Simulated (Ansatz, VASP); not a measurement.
## One calculation of KTaO3, two programs

```
K Ta O
1.0
     4.38713    0.00000    0.00000
     0.00000    3.98830    0.00000
     0.00000    0.00000    3.98830
K Ta O
1 1 3
Direct
  0.50000 0.50000 0.50000
  0.00000 0.00000 0.00000
  0.50000 0.00000 0.00000
  0.00000 0.50000 0.00000
  0.00000 0.00000 0.50000
```

Change from the starting cell: strain +0.1000 x Voigt [1, 0, 0, 0, 0, 0], atoms carried along.

Alike in both runs: task single point; functional r2SCAN; k mesh 6 × 6 × 6; occupations gaussian, width 0.05 eV; no spin polarisation.

|  | VASP | Ansatz |
| --- | --- | --- |
| version | VASP 6.6.1 | Ansatz 0.2.0 |
| potentials or method | VASP PAW PBE potentials, release 64 (K_sv, Ta_pv, O), cutoff 520 eV | scalar-relativistic, plane waves, PAW |
| valence electrons in the cell | 38 | 40 |

Ansatz gave:

```
gap on the k mesh at the Fermi level (eV)                     : 2.21
least direct gap on the mesh (eV)                             : 2.65
pressure (GPa)                                                : -13.3
traceless stress, the component that is largest in VASP (GPa) : -14.19
```

Question: Which values does VASP return?

Answer: gap on the k mesh at the Fermi level (eV): 2.19; least direct gap on the mesh (eV): 2.63; pressure (GPa): -12.7; traceless stress, the component that is largest in VASP (GPa): -14.36.

VASP's potentials were made for PBE, not for r2SCAN. VASP's potentials hold 38 valence electrons a cell and Ansatz's 40, so a difference there can come from the potentials and not from the codes.

Spin-orbit coupling is off throughout.
